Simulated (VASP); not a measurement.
## HgTe: single point with PBEsol

HgTe:

```
Hg Te
1.0
     0.00000    3.28694    3.28694
     3.28694    0.00000    3.28694
     3.28694    3.28694    0.00000
Hg Te
1 1
Direct
  0.00000 0.00000 0.00000
  0.25000 0.25000 0.25000
```

This cell differs from its parent crystal: volume scaled by 1.03.

```
Program                : VASP 6.6.1
Task                   : single point
Functional             : PBEsol
Potentials or basis    : VASP PAW PBE potentials, release 64 (Hg, Te)
Cutoff                 : 520 eV
k mesh                 : 12 × 12 × 12
Occupations            : gaussian, width 0.1 eV
Spin                   : no spin polarisation
Dipole correction      : no
Further INCAR settings : ALGO = Normal; EDIFF = 1e-06; NBANDS = 16
```

The pressure is -1.1 GPa. The band gap on the k mesh is zero (filled and empty bands touch).

Levels at points of the mesh, in eV from the Fermi level:
```tsv
k point	band 7	band 8	band 9	band 10	band 11	band 12
(0.00, 0.00, 0.00)	-0.99	-0.07	-0.07	-0.07	4.20	4.20
(0.50, 0.00, 0.00)	-5.28	-0.97	-0.97	0.57	4.96	4.96
(0.50, 0.50, 0.00)	-5.26	-2.15	-2.15	1.79	2.45	7.85
```

Wall time 24 s on 1 thread of Intel(R) Xeon(R) 6975P-C (Granite Rapids) (shared host), peak memory 0.25 GiB.

Caveat: the PAW data sets were made with another functional, which shifts forces and pressure a little; spin-orbit coupling is left out, which moves the levels of the heavy elements.
